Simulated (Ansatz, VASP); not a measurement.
# Ti in VASP and in Ansatz

The input INCAR:

```
PREC = Accurate
ENCUT = 520
EDIFF = 1E-7
ISMEAR = -1
SIGMA = 0.05
LREAL = F
LASPH = T
NELM = 100
ALGO = Normal
ISIF = 2
LWAVE = F
LCHARG = F
GGA = PS
NBANDS = 19
```

KPOINTS

```
Automatic mesh
0
Gamma
  14 14 8
```

Contents of POSCAR:

```
Ti
1.0
    2.9597985897      0.0000000000      0.0000000000
   -1.4798992949      2.5632607688      0.0000000000
    0.0000000000      0.0000000000      4.7015682207
Ti
2
Direct
    0.3333333333      0.6666666667      0.2500000000
    0.6666666667      0.3333333333      0.7500000000
```

Input for Ansatz:

```yaml
crystal:
  lattice:
    - [2.9597985897, 0.0, 0.0]
    - [-1.4798992949, 2.5632607688, 0.0]
    - [0.0, 0.0, 4.7015682207]
  atoms:
    - { symbol: Ti, position: [0.3333333333, 0.6666666667, 0.25] }
    - { symbol: Ti, position: [0.6666666667, 0.3333333333, 0.75] }
kpoints:
  mp_grid: { grid: [14, 14, 8] }
  band_path:
    path:
      - [0.0, 0.0, 0.0]
      - [0.5, 0.0, 0.0]
      - [0.3333333333, 0.3333333333, 0.0]
      - [0.0, 0.0, 0.0]
      - [0.0, 0.0, 0.5]
      - [0.5, 0.0, 0.5]
      - [0.3333333333, 0.3333333333, 0.5]
      - [0.0, 0.0, 0.5]
      - [0.5, 0.0, 0.5]
    npoints: 5
scf:
  occupations: { method: fermi_dirac, width: 0.05 }
hamiltonian:
  xc: pbesol
  pseudopotentials: { kind: all_electron, lapw: { basis_error: 0.00025 } }
output:
  forces: true
  stress: true
  eigenvalues: true
```

Change from the starting cell: volume scaled by 1.01.

Alike in both runs: task single point; functional PBEsol; k mesh 14 × 14 × 8; occupations fermi-dirac, width 0.05 eV; no spin polarisation.

|  | VASP | Ansatz |
| --- | --- | --- |
| version | VASP 6.6.1 | Ansatz 0.2.0 |
| potentials or method | VASP PAW PBE potentials, release 64 (Ti_sv), cutoff 520 eV | all-electron LAPW, scalar-relativistic |

|  | VASP | Ansatz | Ansatz less VASP |
| --- | --- | --- | --- |
| pressure (GPa) | -7.0 | -6.8 | +0.18 |
| traceless stress, the component that is largest in VASP (GPa) | -0.37 | -0.37 | 0.000 |

VASP's potentials were made for PBE, not for PBEsol. Ansatz ran all-electron here, and VASP with PAW potentials.
